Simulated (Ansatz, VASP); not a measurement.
CsSi2N3: VASP beside Ansatz

```
CELL_PARAMETERS angstrom
5.90228 0.00000 0.00000
-2.95114 5.11152 0.00000
0.00000 0.00000 4.38398
ATOMIC_POSITIONS crystal
Cs 0.66667 0.33333 0.00000
Si 0.00000 0.00000 0.00000
Si 0.00000 0.00000 0.50000
N 0.87228 0.12772 0.50000
N 0.87228 0.74456 0.50000
N 0.25544 0.12772 0.50000
```

Alike in both runs: task single point; functional PBE; k mesh 3 × 3 × 4; occupations gaussian, width 0.1 eV; no spin polarisation.

```csv
,VASP,Ansatz
version,VASP 6.6.1,Ansatz 0.2.0
potentials or method,"VASP PAW PBE potentials, release 64 (Cs_sv, Si, N), cutoff 520 eV","scalar-relativistic, plane waves, PAW"
valence electrons in the cell,32,32
```

```csv
,VASP,Ansatz,Ansatz less VASP
gap on the k mesh at the Fermi level (eV),0.69,0.74,+0.056
least direct gap on the mesh (eV),0.69,0.74,+0.056
rms of the force components (eV/Å),12.810,13.106,+0.2956
```

Atom by atom the forces differ by 0.296 eV/Å (rms over components).

Neither program's run includes spin-orbit coupling.
